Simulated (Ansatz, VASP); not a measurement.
# One calculation of MgO, two programs

Contents of INCAR:

```
  ALGO = Normal
  EDIFF = 1E-7
  ENCUT = 520
  ISIF = 2
  ISMEAR = 0
  LASPH = T
  LCHARG = F
  LREAL = F
  LWAVE = F
  NBANDS = 11
  NELM = 80
  PREC = Accurate
  SIGMA = 0.01
```

The input KPOINTS:

```
k-points
0
Gamma
  7 7 6
```

Contents of POSCAR:

```
MgO
1.0
    2.9893494786      0.0000000000      0.0000000000
   -1.4946747393      2.5888526332      0.0000000000
    0.0000000000      0.0000000000      2.7264960793
Mg O
1 1
Direct
    0.0000000000      0.0000000000      0.0000000000
    0.3333333333      0.6666666667      0.5000000000
```

Input for Ansatz:

```yaml
crystal:
  lattice:
    - [2.989349478633571, 0.0, 0.0]
    - [-1.4946747393167854, 2.588852633213953, 0.0]
    - [0.0, 0.0, 2.726496079299939]
  atoms:
    - { symbol: Mg, position: [0.0, 0.0, 0.0] }
    - { symbol: O, position: [0.3333333333333333, 0.6666666666666666, 0.5] }
accuracy: medium
basis:
  ecutwfc: 500.0
kpoints:
  mp_grid:
    grid: [7, 7, 6]
hamiltonian:
  xc: lda
scf:
  max_iter: 200
  convergence:
    dr2_threshold: 1.0e-06
  occupations:
    method: fixed
output:
  stress: true
```

Alike in both runs: task single point; functional LDA; k mesh 7 × 7 × 6; no spin polarisation.

```csv
,VASP,Ansatz
version,VASP 6.6.1,Ansatz 0.2.0
potentials or method,"VASP PAW LDA potentials, release 64 (Mg, O), cutoff 520 eV","plane waves, PAW"
occupations,"gaussian, width 0.01 eV",fixed
valence electrons in the cell,8,16
```

Ansatz gave:

* pressure (GPa): -14.9
* traceless stress, the component that is largest in VASP (GPa): -1.85

Which values does VASP return?

Pressure (GPa): -16.4; traceless stress, the component that is largest in VASP (GPa): -1.96.

LDA's correlation is that of Perdew and Zunger in VASP and of Perdew and Wang (1992) in Ansatz. VASP's potentials hold 8 valence electrons a cell and Ansatz's 16, so a difference there can come from the potentials and not from the codes. Ansatz's warnings: stress scf threshold loose.
